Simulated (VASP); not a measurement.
Write the native input for VASP 6.6.1 that does the following.

```yaml
Task: density of states
Functional: PBEsol
Potentials_or_basis: VASP PAW PBE potentials, release 64 (Gd)
Cutoff: 520 eV
k_mesh: 9 × 9 × 9
Occupations: fermi-dirac, width 0.05 eV
Spin: collinear spin, ferromagnetic start
Starting_moments: "[7.0] μB"
Hubbard_terms: Gd f U = 8.0 eV
Dipole_correction: no
k_mesh_for_the_DOS: 14 × 14 × 14
Occupations_for_the_DOS: tetrahedron
Further_INCAR_settings: ALGO = Fast; EDIFF = 1e-06
```

The system is Gd.

```xyz
1
Lattice="-2.0250 2.0250 2.0250 2.0250 -2.0250 2.0250 2.0250 2.0250 -2.0250" Properties=species:S:1:pos:R:3 pbc="T T T"
Gd    0.0000    0.0000    0.0000
```

The input as run:

POSCAR

```
Gd
1.0
   -2.0250000000      2.0250000000      2.0250000000
    2.0250000000     -2.0250000000      2.0250000000
    2.0250000000      2.0250000000     -2.0250000000
Gd
1
Direct
    0.0000000000      0.0000000000      0.0000000000
```

INCAR.step1

```
PREC = Accurate
ENCUT = 520
EDIFF = 1E-6
ISMEAR = -1
SIGMA = 0.05
LREAL = F
LASPH = T
NELM = 150
ALGO = Fast
ISIF = 2
LWAVE = F
LCHARG = T
ISPIN = 2
MAGMOM = 7
LMAXMIX = 6
LDAU = T
LDAUTYPE = 2
LDAUL = 3
LDAUU = 8
LDAUJ = 0
LDAUPRINT = 1
GGA = PS
NBANDS = 19
```

KPOINTS.step1

```
regular mesh
0
Gamma
  9 9 9
```

INCAR.step2

```
PREC = Accurate
ENCUT = 520
EDIFF = 1E-6
ISMEAR = -5
SIGMA = 0.05
LREAL = F
LASPH = T
NELM = 150
ALGO = Fast
ISIF = 2
LWAVE = F
LCHARG = F
ISPIN = 2
MAGMOM = 7
LORBIT = 11
LMAXMIX = 6
LDAU = T
LDAUTYPE = 2
LDAUL = 3
LDAUU = 8
LDAUJ = 0
LDAUPRINT = 1
GGA = PS
NEDOS = 2001
ICHARG = 11
```

KPOINTS.step2

```
regular mesh
0
Gamma
  14 14 14
```

Potentials or basis: VASP PAW PBE potentials, release 64 (Gd).

Run with:

```console
$ cat potpaw_PBE.64/Gd/POTCAR > POTCAR
$ cp INCAR.step1 INCAR
$ cp KPOINTS.step1 KPOINTS
$ mpirun -np 1 vasp_std > vasp.out
$ cp INCAR.step2 INCAR
$ cp KPOINTS.step2 KPOINTS
$ mpirun -np 1 vasp_std > vasp.out
```

Results of the run:

| Item | Value |
| --- | --- |
| Net moment | 7.80 μB per cell |
| Site moments | Gd +7.16 μB |
| Valence electrons inside the program's atomic spheres | Gd 15.17 |

Caveat: spin-orbit coupling is left out, which moves the levels of the heavy elements.

It took 4.3 min on 1 thread of Intel(R) Xeon(R) 6975P-C (Granite Rapids), with other jobs on the host, peak memory 0.24 GiB.
